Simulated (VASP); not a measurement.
Wanted: the native input for a VASP 6.6.1 run.

| Quantity | Value |
| --- | --- |
| Task | single point |
| Functional | PBEsol |
| Potentials or basis | VASP PAW PBE potentials, release 64 (Al) |
| Cutoff | 520 eV |
| k mesh | 18 × 18 × 18 |
| Occupations | gaussian, width 0.05 eV |
| Spin | no spin polarisation |
| Dipole correction | no |
| Further INCAR settings | ALGO = Normal; EDIFF = 1e-06; NBANDS = 8 |

The structure of Al lies in POSCAR:

```
Al
1.0
    0.0000000000      2.0250000000      2.0250000000
    2.0250000000      0.0000000000      2.0250000000
    2.0250000000      2.0250000000      0.0000000000
Al
1
Direct
    0.0000000000      0.0000000000      0.0000000000
```

These files were run (other wordings do the same):

INCAR

```
SYSTEM = Al
  PREC = Accurate
  ENCUT = 520
  EDIFF = 1E-6
  ISMEAR = 0
  SIGMA = 0.05
  LREAL = .False.
  LASPH = .True.
  NELM = 60
  ALGO = Normal
  ISIF = 2
  LWAVE = .False.
  LCHARG = .False.
  GGA = PS
  NBANDS = 8
```

KPOINTS

```
regular mesh
0
Gamma
  18 18 18
  0 0 0
```

Potentials or basis: VASP PAW PBE potentials, release 64 (Al).

Command:

```bash
$ cat potpaw_PBE.64/Al/POTCAR > POTCAR
$ mpirun -np 1 vasp_std > vasp.out
```

It gave:

```json
{"Pressure": "-1.9 GPa"}
```

Caveat: the PAW data sets were made with another functional, which shifts forces and pressure a little.

Run time: 11 s on 1 thread of Intel Xeon 8259CL (shared host), peak memory 0.14 GiB.
